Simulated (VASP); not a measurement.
Write the native input for VASP 6.6.1 that does the following.

| Quantity | Value |
| --- | --- |
| Task | single point |
| Functional | PBE |
| Potentials or basis | VASP PAW PBE potentials, release 64 (K_sv, S) |
| Cutoff | 500 eV |
| k mesh | 5 × 5 × 5 |
| Occupations | fermi-dirac, width 0.0272 eV |
| Spin | no spin polarisation |
| Dipole correction | no |
| Further INCAR settings | ALGO = Normal; EDIFF = 1e-06; NBANDS = 19 |

The structure of K2S lies in POSCAR:

```
K2S
1.0
    0.0000000000      3.6955000000      3.6955000000
    3.6955000000      0.0000000000      3.6955000000
    3.6955000000      3.6955000000      0.0000000000
K S
2 1
Direct
    0.2500000000      0.2500000000      0.2500000000
    0.7500000000      0.7500000000      0.7500000000
    0.0000000000      0.0000000000      0.0000000000
```

These files were run (other wordings do the same):

INCAR

```
ALGO = Normal
EDIFF = 1E-6
ENCUT = 500
GGA = PE
GGA_COMPAT = False
ISIF = 2
ISMEAR = -1
LASPH = True
LCHARG = True
LELF = True
LREAL = False
LVHAR = True
LWAVE = False
NBANDS = 19
NELM = 120
PREC = Accurate
SIGMA = 0.0272
```

KPOINTS

```
k-points
0
Gamma
  5 5 5
```

Potentials or basis: VASP PAW PBE potentials, release 64 (K_sv, S).

The run is started by

```console
$ cat potpaw_PBE.64/K_sv/POTCAR potpaw_PBE.64/S/POTCAR > POTCAR
$ mpirun -np 1 vasp_std > vasp.out
```

It gave:

The pressure is 0.6 GPa. The band gap on the k mesh is 2.40 eV (least direct gap 2.59 eV).

Caveat: an odd mesh through Γ misses points on the zone boundary, where band edges can lie.

It took 15 s on 1 thread of Intel(R) Xeon(R) 6975P-C (Granite Rapids), on a shared host, peak memory 0.23 GiB.
